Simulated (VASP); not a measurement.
# CdS (P1) in VASP: relaxation of cell and atoms with PBE

Aim: the relaxation of cell and atoms of CdS with PBE.

All numbers are computed with VASP 6.6.1; they aren't measurements. Logs are shortened: lines on timing, memory, paths and dates and some standing lists are left out, and cuts for length are marked.

**1. The cell of the first run**

The typed cell holds 8 atoms: a = 6.975 Å, b = 6.902 Å, c = 6.957 Å, α = 109.24°, β = 110.11°, γ = 109.12°.

**2. Relaxation of cell and atoms, PBE**

Input file INCAR:

```
SYSTEM = CdS
PREC     = Accurate       ! precision mode
ENCUT    = 600            ! plane-wave cutoff, eV
EDIFF    = 1E-7           ! SCF threshold, eV
ISMEAR   = 0              ! smearing method
SIGMA    = 0.1            ! smearing width, eV
LREAL    = .FALSE.        ! projectors in reciprocal space
LASPH    = .TRUE.         ! aspherical terms in the spheres
NELM     = 80             ! most SCF steps
ALGO     = Normal         ! electronic algorithm
ISIF     = 3              ! what is computed and relaxed
LWAVE    = .FALSE.        ! write WAVECAR
LCHARG   = .FALSE.        ! write CHGCAR
GGA      = PE             ! functional
IBRION   = 2              ! ionic algorithm
NSW      = 80             ! ionic steps
EDIFFG   = -0.025         ! ionic threshold
```

Input file KPOINTS:

```
regular mesh
0
G
  2 2 2
  0 0 0
```

Input file POSCAR:

```
CdS
1.0
   -4.0277899949      3.9983238090      4.0554487123
    3.9883936984     -3.9739609230      3.9916895297
    4.0357701476      3.9819410757     -4.0310858262
Cd S
4 4
Direct
    0.3533010887      0.3275828615      0.3346919010
    0.0002336576      0.0051586076      0.6751771048
    1.0070198735      0.6586347543     -0.0083085811
    0.6629081743      1.0260573142      0.9923841109
    0.6760881516      0.6650941678      0.6692730600
   -0.0024055112     -0.0081255351      0.3317292478
    0.9806576331      0.3181237626      0.0038457620
    0.3221969325      1.0074740670      1.0012073947
```

Potentials or basis: VASP PAW PBE potentials, release 64 (Cd, S).

On the command line:

```bash
$ cat potpaw_PBE.64/Cd/POTCAR potpaw_PBE.64/S/POTCAR > POTCAR
$ mpirun -np 1 vasp_std > vasp.out
```

OUTCAR:

```text
SYSTEM = CdS
   PREC = Accurate
   ENCUT = 600
   EDIFF = 1E-7
   ISMEAR = 0
   LREAL = .FALSE.
   LASPH = .TRUE.
   NELM = 80
   ISIF = 3
   GGA = PE
   IBRION = 2
   NSW = 80
   EDIFFG = -0.025

 ion  position               nearest neighbor table
   1  0.353  0.328  0.335-   5 2.30   8 2.50   6 2.77   7 2.78   2 3.74   3 3.78
   2  0.000  0.005  0.675-   6 2.35   8 2.58   5 2.65   7 2.66   1 3.74   4 3.74   3 3.75
   3  0.007  0.659  0.992-   7 2.33   5 2.63   8 2.64   6 2.74   2 3.75   1 3.78
   4  0.663  0.026  0.992-   8 2.36   7 2.41   5 2.81   6 2.83   2 3.74
   5  0.676  0.665  0.669-   1 2.30   3 2.63   2 2.65   4 2.81
   6  0.998  0.992  0.332-   2 2.35   3 2.74   1 2.77   4 2.83
   7  0.981  0.318  0.004-   3 2.33   4 2.41   2 2.66   1 2.78
   8  0.322  0.007  0.001-   4 2.36   1 2.50   2 2.58   3 2.64

  LATTYP: Found a triclinic cell.
 ALAT       =    11.3281782294
 B/A-ratio  =     0.6140885049
 C/A-ratio  =     0.9982602325
 COS(alpha) =     0.0009353241
 COS(beta)  =     0.5017220516
 COS(gamma) =     0.8157553778

  Lattice vectors:

 A1 = (  -8.0321439987,  -7.9882450374,   0.0150334104)
 A2 = (  -4.0357701476,  -3.9819410757,   4.0310858262)
 A3 = (  -7.9847675495,  -0.0323430387,  -8.0077419455)

Analysis of symmetry for initial positions (statically):
=====================================================================
 Subroutine PRICEL returns:
 Original cell was already a primitive cell.

 Routine SETGRP: Setting up the symmetry group for a
 triclinic supercell.

 Subroutine GETGRP returns: Found  1 space group operations
 (whereof  1 operations were pure point group operations)
 out of a pool of  2 trial point group operations.

The static configuration has the point symmetry C_1 .

Analysis of symmetry for dynamics (positions and initial velocities):
=====================================================================
 Subroutine PRICEL returns:
 Original cell was already a primitive cell.

 Routine SETGRP: Setting up the symmetry group for a
 triclinic supercell.

 Subroutine GETGRP returns: Found  1 space group operations
 (whereof  1 operations were pure point group operations)
 out of a pool of  2 trial point group operations.

The dynamic configuration has the point symmetry C_1 .

 Subroutine INISYM returns: Found  1 space group operations
 (whereof  1 operations are pure point group operations),
 and found     1 'primitive' translations

----------------------------------------------------------------------------------------

                                     Primitive cell

  volume of cell :     257.6402

  direct lattice vectors                    reciprocal lattice vectors
    -4.027789995  3.998323809  4.055448712     0.000484028  0.124930411  0.123891920
     3.988393698 -3.973960923  3.991689530     0.125237217 -0.000506488  0.124882435
     4.035770148  3.981941076 -4.031085826     0.124500211  0.125183922  0.000230517

  length of vectors
     6.975410367  6.901683491  6.956504032     0.175946155  0.176862205  0.176554156

  position of ions in fractional coordinates (direct lattice)
     0.353301089  0.327582861  0.334691901
     0.000233658  0.005158608  0.675177105
     0.007019873  0.658634754  0.991691419
     0.662908174  0.026057314  0.992384111
     0.676088152  0.665094168  0.669273060
     0.997594489  0.991874465  0.331729248
     0.980657633  0.318123763  0.003845762
     0.322196932  0.007474067  0.001207395

  ion indices of the primitive-cell ions
   primitive index   ion index
                 1           1
                 2           2
                 3           3
                 4           4
                 5           5
                 6           6
                 7           7
                 8           8

----------------------------------------------------------------------------------------

 KPOINTS: regular mesh

Automatic generation of k-mesh.
 Grid dimensions read from file:
 generate k-points for:    2    2    2

 Generating k-lattice:

  Cartesian coordinates                     Fractional coordinates (reciprocal lattice)
     0.000242014  0.062465206  0.061945960     0.500000000 -0.000000000  0.000000000
     0.062618608 -0.000253244  0.062441218    -0.000000000  0.500000000  0.000000000
     0.062250106  0.062591961  0.000115259    -0.000000000  0.000000000  0.500000000

  Length of vectors
     0.087973078  0.088431103  0.088277078

  Shift w.r.t. Gamma in fractional coordinates (k-lattice)
     0.000000000  0.000000000  0.000000000

 Subroutine IBZKPT returns following result:
 ===========================================

 Found      8 irreducible k-points:

 Following reciprocal coordinates:
            Coordinates               Weight
  0.000000  0.000000  0.000000      1.000000
  0.500000 -0.000000 -0.000000      1.000000
 -0.000000  0.500000  0.000000      1.000000
  0.500000  0.500000  0.000000      1.000000
 -0.000000  0.000000  0.500000      1.000000
  0.500000  0.000000  0.500000      1.000000
  0.000000  0.500000  0.500000      1.000000
  0.500000  0.500000  0.500000      1.000000
   k-points           NKPTS =      8   k-points in BZ     NKDIM =      8   number of bands    NBANDS=     43
   number of dos      NEDOS =    301   number of ions     NIONS =      8
   total plane-waves  NPLWV = 175616
   dimension x,y,z NGX =    56 NGY =   56 NGZ =   56
   dimension x,y,z NGXF=   112 NGYF=  112 NGZF=  112
   ions per type =               4   4
   NGX,Y,Z   is equivalent  to a cutoff of  13.35, 13.49, 13.38 a.u.
   NGXF,Y,Z  is equivalent  to a cutoff of  26.69, 26.98, 26.77 a.u.
 SYSTEM =  CdS
   PREC   = accura    normal or accurate (medium, high low for compatibility)
   ISTART =      0    job   : 0-new  1-cont  2-samecut
   ICHARG =      2    charge: 1-file 2-atom 10-const
   ISPIN  =      1    spin polarized calculation?
   LNONCOLLINEAR =      F non collinear calculations
   LSORBIT =      F    spin-orbit coupling
   LASPH  =      T    aspherical Exc in radial PAW
   ENCUT  =  600.0 eV  44.10 Ry    6.64 a.u.  13.93 13.78 13.89*2*pi/ulx,y,z
   NELM   =     80;   NELMIN=  2; NELMDL= -5     # of ELM steps
   EDIFF  = 0.1E-06   stopping-criterion for ELM
   LREAL  =      F    real-space projection
   EDIFFG = -.3E-01   stopping-criterion for IOM
   NSW    =     80    number of steps for IOM
   IBRION =      2    ionic relax: 0-MD 1-quasi-New 2-CG
   NFREE  =      1    steps in history (QN), initial steepest desc. (CG)
   ISIF   =      3    stress and relaxation
   ISYM   =      2    0-nonsym 1-usesym 2-fastsym
   POTIM  = 0.5000    time-step for ionic-motion
   TEBEG  =    0.0;   TEEND  =   0.0 temperature during run
   PSTRESS=    0.0 pullay stress
   NELECT =      72.0000    total number of electrons
   NUPDOWN=      -1.0000    fix difference up-down
   EMIN   =  10.00;   EMAX   =-10.00  energy-range for DOS
   EFERMI =   0.00;   METHOD = LEGACY
   ISMEAR =     0;   SIGMA  =   0.10  broadening in eV -4-tet -1-fermi 0-gaus
   EFERMI_NEDOS =   21; number of points for ismear=-14 and -15
   IALGO  =     38    algorithm
   IMIX   =      4    mixing-type and parameters
     AMIX     =   0.40;   BMIX     =  1.00
     AMIX_MAG =   1.60;   BMIX_MAG =  1.00
  volume/ion in A,a.u.               =      32.21       217.33
  Fermi-wavevector in a.u.,A,eV,Ry     =   1.070322  2.022615 15.586686  1.145589
  Thomas-Fermi vector in A             =   2.206028
   LORBIT       =      0    0 simple, 1 ext, 2 COOP (PROOUT), +10 PAW based schemes
   GGA     = PE    functional components
   LHFCALC =     F    Hartree Fock is set to
   AEXX    =    0.0000 exact exchange contribution
   IVDW    =     0    specifies the selected vdW correction
   LEPSILON=     F    determine dielectric tensor
   LRPA    =     F    only Hartree local field effects (RPA)
 conjugate gradient relaxation of ions
 non-spin polarized calculation
 Gauss-broadening in eV      SIGMA  =   0.10
  energy-cutoff  :      600.00
  volume of cell :      257.64
 maximum number of plane-waves:      8618
 NGX is ok and might be reduce to    56
   NGX = 27   NGY = 27   NGZ = 27

--------------------------------------- Ionic step        1  -------------------------------------------

 number of electron      72.0000002 magnetization

 Free energy of the ion-electron system (eV)
  ---------------------------------------------------
  ext. energy  EPLUGINS =         0.00000000
  ---------------------------------------------------
  free energy    TOTEN  =       -23.06685414 eV

  energy without entropy =      -23.06685414  energy(sigma->0) =      -23.06685414

 E-fermi :   0.2058     XC(G=0):  -7.6534

 val. band max:       -0.2826022843   @ k =   0.5000   0.5000   0.5000
 cond. band min:       1.0599602801   @ k =   0.0000   0.0000   0.0000
 fundamental gap:      1.3425625644
 Fermi energy:         0.2058437600

 k-point     1 :       0.0000    0.0000    0.0000
  band No.  band energies     occupation
      1     -12.6951      2.00000
      2     -12.1628      2.00000
      3     -11.9101      2.00000
      4     -11.4593      2.00000
      5      -8.2982      2.00000
      6      -8.1570      2.00000
[... 476 lines left out ...]
  FREE ENERGIE OF THE ION-ELECTRON SYSTEM (eV)
  ---------------------------------------------------
  free  energy   TOTEN  =       -23.4362693672 eV

  energy  without entropy=      -23.4362693672  energy(sigma->0) =      -23.43626937

[... ionic steps 4 to 16 ...]

--------------------------------------- Ionic step       17  -------------------------------------------

 number of electron      71.9999993 magnetization

------------------------ aborting loop because EDIFF is reached ----------------------------------------

  FORCE on cell =-STRESS in cart. coord.  units (eV):
  Direction    XX          YY          ZZ          XY          YZ          ZX
  --------------------------------------------------------------------------------------
  -------------------------------------------------------------------------------------
  Total        0.0430258     -0.0582092      0.0902689     -0.0179251     -0.0145976      0.0128459
  in kB        0.2598864     -0.3515984      0.5452470     -0.1082722     -0.0881734      0.0775922
  external PRESSURE =       0.1511783 kB  Pullay stress =       0.0000000 kB
[... 69 lines left out ...]
  energy  without entropy=      -23.6376011701  energy(sigma->0) =      -23.63760117

--------------------------------------- Ionic step       19  -------------------------------------------

 number of electron      71.9999992 magnetization

 Free energy of the ion-electron system (eV)
  ---------------------------------------------------
  ext. energy  EPLUGINS =         0.00000000
  ---------------------------------------------------
  free energy    TOTEN  =       -23.63786956 eV

  energy without entropy =      -23.63786956  energy(sigma->0) =      -23.63786956

 E-fermi :  -0.2336     XC(G=0):  -7.5121

 val. band max:       -0.6820741562   @ k =   0.5000   0.5000   0.5000
 cond. band min:       0.7947150985   @ k =   0.0000   0.0000   0.0000
 fundamental gap:      1.4767892547
 Fermi energy:        -0.2336236586

 k-point     1 :       0.0000    0.0000    0.0000
  band No.  band energies     occupation
      1     -12.5344      2.00000
      2     -11.9504      2.00000
      3     -11.9421      2.00000
      4     -11.9410      2.00000
      5      -8.1394      2.00000
      6      -8.1369      2.00000
[... 392 lines left out ...]
  FREE ENERGIE OF THE ION-ELECTRON SYSTEM (eV)
  ---------------------------------------------------
  free  energy   TOTEN  =       -23.6378695576 eV

  energy  without entropy=      -23.6378695576  energy(sigma->0) =      -23.63786956

 reached required accuracy - stopping structural energy minimisation
```

Run time: 14 min. Hardware: 1 thread of Intel Xeon 6975P-C (Granite Rapids), shared host; peak memory 0.5 GiB.

Results:

- Free energy: -23.6379 eV
- Relaxed volume: 33.16 Å³/atom
- Relaxed cell: a = 7.016 Å, b = 7.010 Å, c = 7.007 Å, α = 109.56°, β = 109.54°, γ = 109.30°
- Space group after relaxing (to 0.1 Å): I-43m (No. 217)
- Energy gained by relaxing: 71.4 meV/atom
- Ionic steps: 19
- Pressure after relaxing: 0.0 GPa
- Largest force after relaxing: 0.018 eV/Å
- Band gap on the k mesh: 1.48 eV (least direct gap 1.49 eV)

Forces in eV/Å, atoms in the order of the input:
```
Cd  -0.002  0.006 -0.008
Cd  -0.009 -0.001 -0.013
Cd   0.013  0.002  0.012
Cd  -0.008  0.002 -0.002
S    0.005  0.009  0.009
S   -0.008 -0.009  0.010
S   -0.005 -0.007 -0.005
S    0.013 -0.002 -0.003
```

Step by step:
```csv
step,energy change (eV),largest force (eV/Å),pressure (GPa),volume (Å³)
1,0.0000,1.5803,1.81,257.64
2,-0.3694,0.7295,-0.74,271.45
3,-0.3694,0.7239,-0.76,271.63
4,-0.4684,0.5249,-0.25,267.45
5,-0.5204,0.4656,0.66,261.56
6,-0.5506,0.2306,-0.14,265.76
7,-0.5512,0.1894,-0.04,265.21
8,-0.5581,0.1485,-0.02,265.17
9,-0.5628,0.0925,0.02,265.08
10,-0.5668,0.0678,-0.02,265.34
11,-0.5674,0.0677,-0.04,265.48
12,-0.5692,0.0454,0.05,264.96
13,-0.5693,0.0484,0.09,264.73
14,-0.5698,0.0514,-0.10,265.89
15,-0.5699,0.0406,-0.04,265.53
16,-0.5704,0.0274,-0.02,265.44
17,-0.5707,0.0449,0.02,265.25
18,-0.5707,0.0328,0.00,265.31
19,-0.5710,0.0180,0.00,265.31
```

Final structure:
```yaml
crystal:
  lattice:
    - [-4.04316, 4.04850, 4.06037]
    - [4.04292, -4.04395, 4.05422]
    - [4.04043, 4.04103, -4.05499]
  atoms:
    - { symbol: Cd, position: [0.32155, 0.32031, 0.32122] }
    - { symbol: Cd, position: [0.00076, 0.00148, 0.67983] }
    - { symbol: Cd, position: [0.99812, 0.67748, 0.99790] }
    - { symbol: Cd, position: [0.67959, 0.00112, 0.00106] }
    - { symbol: S, position: [0.67324, 0.67405, 0.67235] }
    - { symbol: S, position: [0.00083, 0.00048, 0.32714] }
    - { symbol: S, position: [0.99999, 0.32700, 0.00126] }
    - { symbol: S, position: [0.32592, 0.99808, 0.99925] }
```

Caveat: the k points lie up to 0.55 Å⁻¹ apart in the final cell. A k mesh can miss the band edges.
